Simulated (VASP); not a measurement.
Wanted: the native input for a VASP 6.6.1 run.

- Task: single point
- Functional: LDA
- Potentials or basis: VASP PAW LDA potentials, release 64 (Hg, Te)
- Cutoff: 500 eV
- k mesh: 6 × 6 × 6
- Occupations: gaussian, width 0.1 eV
- Spin: no spin polarisation
- Dipole correction: no
- Further INCAR settings: ALGO = Normal; EDIFF = 1e-06; NBANDS = 16

The structure of HgTe lies in POSCAR:

```
HgTe
1.0
    0.0000000000      3.0771170000      3.0771170000
    3.0771170000      0.0000000000      3.0771170000
    3.0771170000      3.0771170000      0.0000000000
Hg Te
1 1
Direct
    0.0000000000      0.0000000000      0.0000000000
    0.5000000000      0.5000000000      0.5000000000
```

The input as run:

INCAR

```
PREC = Accurate ; ENCUT = 500
EDIFF = 1E-6 ; ISMEAR = 0
SIGMA = 0.1 ; LREAL = F
LASPH = T ; NELM = 120
ALGO = Normal ; ISIF = 2
LWAVE = F ; LCHARG = F
GGA = CA ; NBANDS = 16
GGA_COMPAT = F
```

KPOINTS

```
Automatic mesh
0
Gamma
  6 6 6
```

Potentials or basis: VASP PAW LDA potentials, release 64 (Hg, Te).

The run is started by

```console
$ cat potpaw_LDA.64/Hg/POTCAR potpaw_LDA.64/Te/POTCAR > POTCAR
$ mpirun -np 1 vasp_std > vasp.out
```

It gave:

```json
{"Pressure": "-5.1 GPa", "Band gap on the k mesh": "zero (band 9 reaches 4.16 eV, above the bottom of band 10 at 1.74 eV)"}
```

Caveat: spin-orbit coupling is left out, which moves the levels of the heavy elements.

Wall time 8.8 s on 1 thread of Intel(R) Xeon(R) Platinum 8559C (Emerald Rapids), on a shared host, peak memory 0.15 GiB.
